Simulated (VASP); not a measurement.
## Co: relaxation of shape and atoms at fixed volume with PBEsol

Crystal: Co.

```
CELL_PARAMETERS angstrom
2.20204 0.00000 0.00000
-1.10102 1.90702 0.00000
0.00000 0.00000 3.55951
ATOMIC_POSITIONS crystal
Co 0.33333 0.66667 0.25000
Co 0.66667 0.33333 0.75000
```

- Program: VASP 6.6.1
- Task: relaxation of shape and atoms at fixed volume
- Functional: PBEsol
- Potentials or basis: VASP PAW PBE potentials, release 64 (Co)
- Cutoff: 600 eV
- k mesh: 17 × 17 × 9
- Occupations: fermi-dirac, width 0.1 eV
- Spin: collinear spin, ferromagnetic start
- Starting moments: [1.7, 1.7] μB
- Dipole correction: no
- Further INCAR settings: ALGO = Normal; EDIFF = 1e-06; IBRION = 2; EDIFFG = -0.005; NSW = 50; ISIF = 4

```json
{
  "Energy gained by relaxing": "0.0 meV/atom",
  "Ionic steps": "3",
  "Pressure after relaxing": "153.8 GPa",
  "Band gap on the k mesh": "zero (filled and empty bands overlap)",
  "Net moment": "0.00 μB per cell"
}
```

Final structure:
```xyz
2
Lattice="2.2017 0.0000 0.0000 -1.1008 1.9067 0.0000 0.0000 0.0000 3.5607" Properties=species:S:1:pos:R:3 pbc="T T T"
Co    0.0000    1.2711    0.8902
Co    1.1008    0.6356    2.6705
```

Levels at points of the mesh, in eV from the Fermi level:
Spin up:
| k point | band 6 | band 7 | band 8 | band 9 | band 10 | band 11 | band 12 | band 13 |
| --- | --- | --- | --- | --- | --- | --- | --- | --- |
| (0.00, 0.00, 0.00) | -2.50 | -2.50 | -1.85 | -1.85 | -0.43 | 0.15 | 0.15 | 10.52 |
Spin down:
| k point | band 5 | band 6 | band 7 | band 8 | band 9 | band 10 | band 11 | band 12 | band 13 | band 14 |
| --- | --- | --- | --- | --- | --- | --- | --- | --- | --- | --- |
| (0.00, 0.00, 0.00) | -3.11 | -2.50 | -2.50 | -1.85 | -1.85 | -0.43 | 0.15 | 0.15 | 10.52 | 24.59 |

Wall time 2.7 min on 1 thread of Intel Xeon 6975P-C, with other jobs on the host, peak memory 0.19 GiB.

Caveat: the starting moments collapsed, and a magnetic state may lie lower; the PAW data sets were made with another functional, which shifts forces and pressure a little.
